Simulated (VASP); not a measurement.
Wanted: the native input for a VASP 6.6.1 run.

* Task: single point
* Functional: r2SCAN
* Potentials or basis: VASP PAW PBE potentials, release 64 (K_sv, I)
* Cutoff: 520 eV
* k mesh: 6 × 6 × 6
* Occupations: gaussian, width 0.05 eV
* Spin: no spin polarisation
* Dipole correction: no
* Further INCAR settings: ALGO = Normal; EDIFF = 1e-06; NBANDS = 15

Crystal: KI.

```
K I
1.0
     0.00000    3.38357    3.38357
     3.38357    0.00000    3.38357
     3.38357    3.38357    0.00000
K I
1 1
Direct
  0.00000 0.00000 0.00000
  0.50000 0.50000 0.50000
```

This cell differs from its parent crystal: strain -0.040 along x and y, -0.040 along z.

These files were run (other wordings do the same):

POSCAR

```
KI
1.0
    0.0000000000      3.3835680000      3.3835680000
    3.3835680000      0.0000000000      3.3835680000
    3.3835680000      3.3835680000      0.0000000000
K I
1 1
Direct
    0.0000000000      0.0000000000      0.0000000000
    0.5000000000      0.5000000000      0.5000000000
```

INCAR.step1

```
SYSTEM = KI
  ALGO = Normal
  EDIFF = 1E-4
  ENCUT = 520
  GGA = PE
  ISMEAR = 0
  LASPH = .True.
  LCHARG = .False.
  LREAL = .False.
  LWAVE = .True.
  NBANDS = 15
  NELM = 80
  PREC = Accurate
  SIGMA = 0.05
```

INCAR.step2

```
SYSTEM = KI
  ALGO = Normal
  EDIFF = 1E-6
  ENCUT = 520
  ISIF = 2
  ISMEAR = 0
  ISTART = 1
  LASPH = .True.
  LCHARG = .True.
  LELF = .True.
  LMIXTAU = .True.
  LREAL = .False.
  LVHAR = .True.
  LWAVE = .False.
  METAGGA = R2SCAN
  NBANDS = 15
  NELM = 80
  PREC = Accurate
  SIGMA = 0.05
```

KPOINTS

```
k-points
0
Gamma
  6 6 6
  0 0 0
```

Potentials or basis: VASP PAW PBE potentials, release 64 (K_sv, I).

Run with:

```console
$ cat potpaw_PBE.64/K_sv/POTCAR potpaw_PBE.64/I/POTCAR > POTCAR
$ cp INCAR.step1 INCAR
$ mpirun -np 1 vasp_std > vasp.out
$ cp INCAR.step2 INCAR
$ mpirun -np 1 vasp_std > vasp.out
```

Results of the run:

| Property | Result |
| --- | --- |
| Pressure | 2.5 GPa |
| Band gap on the k mesh | 4.98 eV, direct |

Caveat: the cell differs from its parent crystal (strain -0.040 along x and y, -0.040 along z); the PAW data sets were made with another functional, which shifts forces and pressure a little; spin-orbit coupling is left out, which moves the levels of the heavy elements.

Run time: 64 s on 1 thread of Intel Xeon 6975P-C, on a shared host, peak memory 0.22 GiB.
